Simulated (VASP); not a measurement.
Input of a VASP 6.6.1 run:

File POSCAR:

```
Ru
1.0
    0.0000000000      2.7427650257      2.7427650257
    2.7427650257      0.0000000000      2.7427650257
    2.7427650257      2.7427650257      0.0000000000
Ru
2
Direct
    0.1250000000      0.1250000000      0.1250000000
    0.8750000000      0.8750000000      0.8750000000
```

File INCAR.step1:

```
  ALGO = Normal
  EDIFF = 1E-4
  ENCUT = 520
  GGA = PE
  ISMEAR = -1
  LASPH = True
  LCHARG = False
  LREAL = False
  LWAVE = True
  NBANDS = 21
  NELM = 80
  PREC = Accurate
  SIGMA = 0.1
```

Contents of INCAR.step2:

```
  ALGO = Normal
  EDIFF = 1E-6
  ENCUT = 520
  ISIF = 2
  ISMEAR = -1
  ISTART = 1
  LASPH = True
  LCHARG = False
  LMIXTAU = True
  LREAL = False
  LWAVE = False
  METAGGA = R2SCAN
  NBANDS = 21
  NELM = 80
  PREC = Accurate
  SIGMA = 0.1
```

File KPOINTS:

```
k-points
0
Gamma
  11 11 11
```

Potentials or basis: VASP PAW PBE potentials, release 64 (Ru_pv).

Launch:

```sh
$ cat potpaw_PBE.64/Ru_pv/POTCAR > POTCAR
$ cp INCAR.step1 INCAR
$ mpirun -np 1 vasp_std > vasp.out
$ cp INCAR.step2 INCAR
$ mpirun -np 1 vasp_std > vasp.out
```

What does it give for the pressure?

-5.7 GPa.

Estimate the band gap on the k mesh.

zero (bands 14 and 15 overlap by 0.86 eV).

Caveat: the cell stands under tension; the PAW data sets were made with another functional, which shifts forces and pressure a little.
